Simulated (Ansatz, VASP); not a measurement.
**CO2 in VASP and in Ansatz**

```
C O
1.0
     5.49420    0.00000    0.00000
     0.00000    5.49420    0.00000
     0.00000    0.00000    5.49420
C O
4 8
Direct
  0.00000 0.00000 0.00000
  0.50000 0.00000 0.50000
  0.50000 0.50000 0.00000
  0.00000 0.50000 0.50000
  0.12270 0.12270 0.12270
  0.37730 0.87730 0.62270
  0.62270 0.37730 0.87730
  0.87730 0.62270 0.37730
  0.87730 0.87730 0.87730
  0.62270 0.12270 0.37730
  0.37730 0.62270 0.12270
  0.12270 0.37730 0.62270
```

Alike in both runs: functional PBE; k mesh 5 × 5 × 5; occupations fermi-dirac, width 0.02 eV; no spin polarisation.

Ansatz relaxed the structure, and its values are those at the end. VASP's run is a single point on that final structure, the one shown.

|  | VASP | Ansatz |
| --- | --- | --- |
| version | VASP 6.6.1 | Ansatz 0.2.0 |
| potentials or method | VASP PAW PBE potentials, release 64 (C, O) | plane-wave PAW, scalar-relativistic |
| plane-wave cutoff (eV) | 520 | 420 |
| valence electrons in the cell | 64 | 64 |

```tsv
	VASP	Ansatz	Ansatz less VASP
gap on the k mesh at the Fermi level (eV)	6.84	6.86	+0.023
pressure (GPa)	3.8	2.2	-1.61
rms of the force components (eV/Å)	0.304	0.004	-0.2998
```

One of these differences is far larger than is usual between the two programs; its cause wasn't traced. The functional is the same, so the differences come from potentials, cutoffs and numerics. Ansatz's warnings: stress scf threshold loose.

Noted on VASP's run: the standard files for N, O and F lose accuracy on very short bonds.
